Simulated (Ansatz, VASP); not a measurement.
## Two plane-wave programs on ZnSe

```xyz
2
Lattice="0.0000 2.8250 2.8250 2.8250 0.0000 2.8250 2.8250 2.8250 0.0000" Properties=species:S:1:pos:R:3 pbc="T T T"
Zn    0.0000    0.0000    0.0000
Se    1.4125    1.4125    1.4125
```

Alike in both runs: task single point; functional LDA; k mesh 6 × 6 × 6; occupations gaussian, width 0.1 eV; no spin polarisation.

|  | VASP | Ansatz |
| --- | --- | --- |
| version | VASP 6.6.1 | Ansatz 0.2.0 |
| potentials or method | VASP PAW LDA potentials, release 64 (Zn, Se), cutoff 500 eV | scalar-relativistic, plane waves, PAW |
| valence electrons in the cell | 18 | 28 |

Ansatz gave:

- gap on the k mesh at the Fermi level (eV): 1.06
- least direct gap on the mesh (eV): 1.06
- pressure (GPa): -2.8

Question: Which values does VASP return?

Answer: gap on the k mesh at the Fermi level (eV): 1.10; least direct gap on the mesh (eV): 1.10; pressure (GPa): -2.5.

Ansatz warns that its potentials were made for another functional, while VASP's fit it. LDA's correlation is that of Perdew and Zunger in VASP and of Perdew and Wang (1992) in Ansatz. VASP's potentials hold 18 valence electrons a cell and Ansatz's 28, so a difference there can come from the potentials and not from the codes.
